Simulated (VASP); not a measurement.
# Sb in VASP: single point with revPBE+D3(BJ)

Aim: the single point of Sb with revPBE+D3(BJ).

Everything below comes from runs of VASP 6.6.1. Logs are shortened: lines on timing, memory, paths and dates and some standing lists are left out, and cuts for length are marked.

## (1) The cell of the first run

The cell holds a slab with vacuum, 2 atoms: a = 4.080 Å, b = 4.080 Å, c = 26.870 Å, α = 90.00°, β = 90.00°, γ = 120.00°.

## (2) Single point, revPBE+D3(BJ)

File INCAR:

```
SYSTEM = Sb
PREC = Accurate
ENCUT = 400
EDIFF = 1E-6
ISMEAR = 0
SIGMA = 0.04
LREAL = .False.
LASPH = .True.
NELM = 120
ALGO = Normal
ISIF = 2
LWAVE = .False.
LCHARG = .False.
LDIPOL = .True.
IDIPOL = 3
DIPOL = 0.5 0.5 0.320
GGA = RE
IVDW = 12
NBANDS = 12
GGA_COMPAT = .False.
NELMDL = -8
```

File KPOINTS:

```
regular mesh
0
Gamma
  12 12 1
  0 0 0
```

File POSCAR:

```
Sb
1.0
    4.0799266527      0.0000000000      0.0000000000
   -2.0399633263      3.5333201268      0.0000000000
    0.0000000000      0.0000000000     26.8700000000
Sb
2
Direct
    0.3333333333      0.6666666667      0.2895688410
    0.6666666667      0.3333333333      0.3510125849
```

Potentials or basis: VASP PAW PBE potentials, release 64 (Sb).

The run is started by

```sh
cat potpaw_PBE.64/Sb/POTCAR > POTCAR
mpirun -np 1 vasp_std > vasp.out
```

OUTCAR:

```text
SYSTEM = Sb
   PREC = Accurate
   ENCUT = 400
   EDIFF = 1E-6
   ISMEAR = 0
   LREAL = .False.
   LASPH = .True.
   NELM = 120
   ISIF = 2
   GGA = RE
   IVDW = 12
   NELMDL = -8
 IVDW          = 12

 ion  position               nearest neighbor table
   1  0.333  0.667  0.290-   2 2.88   2 2.88   2 2.88
   2  0.667  0.333  0.351-   1 2.88   1 2.88   1 2.88

  LATTYP: Found a hexagonal cell.
 ALAT       =     4.0799266527
 C/A-ratio  =     6.5859027103

  Lattice vectors:

 A1 = (   4.0799266527,   0.0000000000,   0.0000000000)
 A2 = (  -2.0399633263,   3.5333201268,   0.0000000000)
 A3 = (   0.0000000000,   0.0000000000,  26.8700000000)

Analysis of symmetry for initial positions (statically):
=====================================================================
 Subroutine PRICEL returns:
 Original cell was already a primitive cell.

 Routine SETGRP: Setting up the symmetry group for a
 hexagonal supercell.

 Subroutine GETGRP returns: Found 12 space group operations
 (whereof  6 operations were pure point group operations)
 out of a pool of 24 trial point group operations.

The static configuration has the point symmetry C_3v.
 The point group associated with its full space group is D_3d.

Analysis of symmetry for dynamics (positions and initial velocities):
=====================================================================
 Subroutine PRICEL returns:
 Original cell was already a primitive cell.

 Routine SETGRP: Setting up the symmetry group for a
 hexagonal supercell.

 Subroutine GETGRP returns: Found 12 space group operations
 (whereof  6 operations were pure point group operations)
 out of a pool of 24 trial point group operations.

The dynamic configuration has the point symmetry C_3v.
 The point group associated with its full space group is D_3d.

 Subroutine INISYM returns: Found 12 space group operations
 (whereof  6 operations are pure point group operations),
 and found     1 'primitive' translations

----------------------------------------------------------------------------------------

                                     Primitive cell

  volume of cell :     387.3495

  direct lattice vectors                    reciprocal lattice vectors
     4.079926653  0.000000000  0.000000000     0.245102445  0.141509963  0.000000000
    -2.039963326  3.533320127  0.000000000     0.000000000  0.283019926  0.000000000
     0.000000000  0.000000000 26.870000000     0.000000000  0.000000000  0.037216226

  length of vectors
     4.079926653  4.079926653 26.870000000     0.283019926  0.283019926  0.037216226

  position of ions in fractional coordinates (direct lattice)
     0.333333333  0.666666667  0.289568841
     0.666666667  0.333333333  0.351012585

  ion indices of the primitive-cell ions
   primitive index   ion index
                 1           1
                 2           2

----------------------------------------------------------------------------------------

 KPOINTS: regular mesh

Automatic generation of k-mesh.
 Grid dimensions read from file:
 generate k-points for:   12   12    1

 Generating k-lattice:

  Cartesian coordinates                     Fractional coordinates (reciprocal lattice)
     0.020425204  0.011792497  0.000000000     0.083333333  0.000000000  0.000000000
     0.000000000  0.023584994  0.000000000     0.000000000  0.083333333  0.000000000
     0.000000000  0.000000000  0.037216226     0.000000000  0.000000000  1.000000000

  Length of vectors
     0.023584994  0.023584994  0.037216226

  Shift w.r.t. Gamma in fractional coordinates (k-lattice)
     0.000000000  0.000000000  0.000000000

 Subroutine IBZKPT returns following result:
 ===========================================

 Found     19 irreducible k-points:

 Following reciprocal coordinates:
            Coordinates               Weight
  0.000000  0.000000  0.000000      1.000000
  0.083333  0.000000  0.000000      6.000000
  0.166667  0.000000  0.000000      6.000000
  0.250000  0.000000  0.000000      6.000000
  0.333333  0.000000  0.000000      6.000000
  0.416667  0.000000  0.000000      6.000000
[... 11 lines left out ...]
  0.333333  0.250000  0.000000     12.000000
  0.333333  0.333333  0.000000      2.000000
   k-points           NKPTS =     19   k-points in BZ     NKDIM =     19   number of bands    NBANDS=     12
   number of dos      NEDOS =    301   number of ions     NIONS =      2
   total plane-waves  NPLWV = 141120
   dimension x,y,z NGX =    28 NGY =   28 NGZ =  180
   dimension x,y,z NGXF=    56 NGYF=   56 NGZF=  360
   ions per type =               2
   NGX,Y,Z   is equivalent  to a cutoff of  11.41, 11.41, 11.14 a.u.
   NGXF,Y,Z  is equivalent  to a cutoff of  22.82, 22.82, 22.27 a.u.
 SYSTEM =  Sb
   PREC   = accura    normal or accurate (medium, high low for compatibility)
   ISTART =      0    job   : 0-new  1-cont  2-samecut
   ICHARG =      2    charge: 1-file 2-atom 10-const
   ISPIN  =      1    spin polarized calculation?
   LNONCOLLINEAR =      F non collinear calculations
   LSORBIT =      F    spin-orbit coupling
   LASPH  =      T    aspherical Exc in radial PAW
   ENCUT  =  400.0 eV  29.40 Ry    5.42 a.u.   6.65  6.65 43.82*2*pi/ulx,y,z
   NELM   =    120;   NELMIN=  2; NELMDL= -8     # of ELM steps
   EDIFF  = 0.1E-05   stopping-criterion for ELM
   LREAL  =      F    real-space projection
   EDIFFG = 0.1E-04   stopping-criterion for IOM
   NSW    =      0    number of steps for IOM
   IBRION =     -1    ionic relax: 0-MD 1-quasi-New 2-CG
   NFREE  =      0    steps in history (QN), initial steepest desc. (CG)
   ISIF   =      2    stress and relaxation
   ISYM   =      2    0-nonsym 1-usesym 2-fastsym
   POTIM  = 0.5000    time-step for ionic-motion
   TEBEG  =    0.0;   TEEND  =   0.0 temperature during run
   PSTRESS=    0.0 pullay stress
   NELECT =      10.0000    total number of electrons
   NUPDOWN=      -1.0000    fix difference up-down
   EMIN   =  10.00;   EMAX   =-10.00  energy-range for DOS
   EFERMI =   0.00;   METHOD = LEGACY
   ISMEAR =     0;   SIGMA  =   0.04  broadening in eV -4-tet -1-fermi 0-gaus
   EFERMI_NEDOS =   21; number of points for ismear=-14 and -15
   IALGO  =     38    algorithm
   IMIX   =      4    mixing-type and parameters
     AMIX     =   0.40;   BMIX     =  1.00
     AMIX_MAG =   1.60;   BMIX_MAG =  1.00
  volume/ion in A,a.u.               =     193.67      1306.98
  Fermi-wavevector in a.u.,A,eV,Ry     =   0.483846  0.914336  3.185219  0.234107
  Thomas-Fermi vector in A             =   1.483226
   LORBIT       =      0    0 simple, 1 ext, 2 COOP (PROOUT), +10 PAW based schemes
   GGA     = RE    functional components
   LHFCALC =     F    Hartree Fock is set to
   AEXX    =    0.0000 exact exchange contribution
   IVDW    =    12    specifies the selected vdW correction
   LEPSILON=     F    determine dielectric tensor
   LRPA    =     F    only Hartree local field effects (RPA)
 non-spin polarized calculation
 Gauss-broadening in eV      SIGMA  =   0.04
  energy-cutoff  :      400.00
  volume of cell :      387.35
 maximum number of plane-waves:      7107
 NGX is ok and might be reduce to    28
   NGX = 13   NGY = 13   NGZ = 87

 number of electron      10.0000000 magnetization

 dipolmoment           0.000000      0.000000     -0.000014 electrons x Angstroem

 number of electron       9.9999999 magnetization

 dipolmoment           0.000000      0.000000      0.000033 electrons x Angstroem

 Free energy of the ion-electron system (eV)
  ---------------------------------------------------
  ext. energy  EPLUGINS =         0.00000000
  ---------------------------------------------------
  free energy    TOTEN  =        -7.62710158 eV

  energy without entropy =       -7.62710158  energy(sigma->0) =       -7.62710158

 E-fermi :  -2.6674     XC(G=0):  -2.1132

 val. band max:       -2.8925787052   @ k =   0.0000   0.0000   0.0000
 cond. band min:      -1.6464037290   @ k =   0.3333   0.0000   0.0000
 fundamental gap:      1.2461749763
 Fermi energy:        -2.6674411443

 k-point     1 :       0.0000    0.0000    0.0000
  band No.  band energies     occupation
      1     -14.3147      2.00000
      2      -9.2765      2.00000
      3      -3.6125      2.00000
      4      -2.8926      2.00000
      5      -2.8926      2.00000
      6      -1.2266      0.00000
      7      -0.0974      0.00000
      8      -0.0974      0.00000
      9       1.1638      0.00000
     10       1.3427      0.00000
     11       1.9158      0.00000
     12       2.0478      0.00000

 k-point     2 :       0.0833    0.0000    0.0000
  band No.  band energies     occupation
      1     -14.2390      2.00000
      2      -9.2690      2.00000
      3      -3.6315      2.00000
      4      -3.5780      2.00000
      5      -3.0689      2.00000
      6      -0.7552      0.00000
      7      -0.1697      0.00000
      8       0.0704      0.00000
      9       1.2679      0.00000
     10       1.4287      0.00000
     11       1.9986      0.00000
     12       2.1359      0.00000

 k-point     3 :       0.1667    0.0000    0.0000
  band No.  band energies     occupation
      1     -14.0145      2.00000
      2      -9.2810      2.00000
      3      -4.7365      2.00000
      4      -3.5088      2.00000
      5      -3.4589      2.00000
      6      -1.1096      0.00000
      7       0.3913      0.00000
      8       0.4389      0.00000
      9       1.5270      0.00000
     10       1.6905      0.00000
     11       2.2352      0.00000
     12       2.3854      0.00000
[... 211 lines left out ...]
 k-point    18 :       0.3333    0.2500    0.0000
  band No.  band energies     occupation
      1     -11.9408      2.00000
      2     -10.9515      2.00000
      3      -6.3472      2.00000
      4      -5.1410      2.00000
      5      -4.4348      2.00000
      6      -1.2671      0.00000
      7       0.2829      0.00000
      8       0.7824      0.00000
      9       3.3794      0.00000
     10       3.9254      0.00000
     11       4.0663      0.00000
     12       4.4896      0.00000

 k-point    19 :       0.3333    0.3333    0.0000
  band No.  band energies     occupation
      1     -11.4340      2.00000
      2     -11.4340      2.00000
      3      -6.5220      2.00000
      4      -4.7805      2.00000
      5      -4.7805      2.00000
      6      -1.4698      0.00000
      7       0.6611      0.00000
      8       0.6611      0.00000
      9       3.7228      0.00000
     10       4.4470      0.00000
     11       4.4470      0.00000
     12       4.8874      0.00000

------------------------ aborting loop because EDIFF is reached ----------------------------------------

 vacuum level on the upper side and lower side of the slab       (xc-potential included)        -0.020        -0.020

 Edisp (eV)   -0.91247

 E8    (eV) :    -0.6805

  FORCE on cell =-STRESS in cart. coord.  units (eV):
  Direction    XX          YY          ZZ          XY          YZ          ZX
  --------------------------------------------------------------------------------------
  -------------------------------------------------------------------------------------
  Total      -0.16329    -0.16329     0.16820    -0.00000    -0.00000    -0.00000
  in kB      -0.67541    -0.67541     0.69574    -0.00000    -0.00000    -0.00000
  external pressure =       -0.22 kB  Pullay stress =        0.00 kB

 VOLUME and BASIS-vectors are now :
 -----------------------------------------------------------------------------
  energy-cutoff  :      400.00
  volume of cell :      387.35
      direct lattice vectors                 reciprocal lattice vectors
     4.079926653  0.000000000  0.000000000     0.245102445  0.141509963  0.000000000
    -2.039963326  3.533320127  0.000000000     0.000000000  0.283019926  0.000000000
     0.000000000  0.000000000 26.870000000     0.000000000  0.000000000  0.037216226

 POSITION                                       TOTAL-FORCE (eV/Angst)
 -----------------------------------------------------------------------------------
     -0.00000      2.35555      7.78071         0.000000      0.000000     -0.104732
      2.03996      1.17777      9.43171        -0.000000     -0.000000      0.104732
 -----------------------------------------------------------------------------------
    total drift:                                0.000000     -0.000000      0.000157

  FREE ENERGIE OF THE ION-ELECTRON SYSTEM (eV)
  ---------------------------------------------------
  free  energy   TOTEN  =        -8.5395722238 eV

  energy  without entropy=       -8.5395722238  energy(sigma->0) =       -8.53957222

 vacuum level on the upper side and lower side of the slab         1.765         1.765
```

It took 2.3 min on 1 thread of Intel Xeon 8259CL, shared host; peak memory 0.35 GiB.

Results:

| Item | Value |
| --- | --- |
| Free energy | -8.5396 eV |
| Largest force | 0.105 eV/Å |
| Band gap on the k mesh | 1.25 eV, indirect (least direct gap 1.67 eV) |
| Dispersion energy per atom | -0.456 eV |

Forces on the atoms (eV/Å):
```
Sb   0.000  0.000 -0.105
Sb   0.000  0.000  0.105
```

Levels at points of the mesh, in eV from the valence-band top:
| k point | band 1 | band 2 | band 3 | band 4 | band 5 | band 6 | band 7 | band 8 | band 9 | band 10 |
| --- | --- | --- | --- | --- | --- | --- | --- | --- | --- | --- |
| (0.00, 0.00, 0.00) | -11.42 | -6.38 | -0.72 | 0.00 | 0.00 | 1.67 | 2.80 | 2.80 | 4.06 | 4.24 |
| (0.50, 0.00, 0.00) | -9.45 | -7.84 | -3.05 | -1.60 | -1.57 | 1.62 | 2.37 | 3.53 | 5.02 | 6.74 |

Caveat: the PAW data sets were made with another functional, which shifts forces and pressure a little; spin-orbit coupling is left out, which moves the levels of the heavy elements.
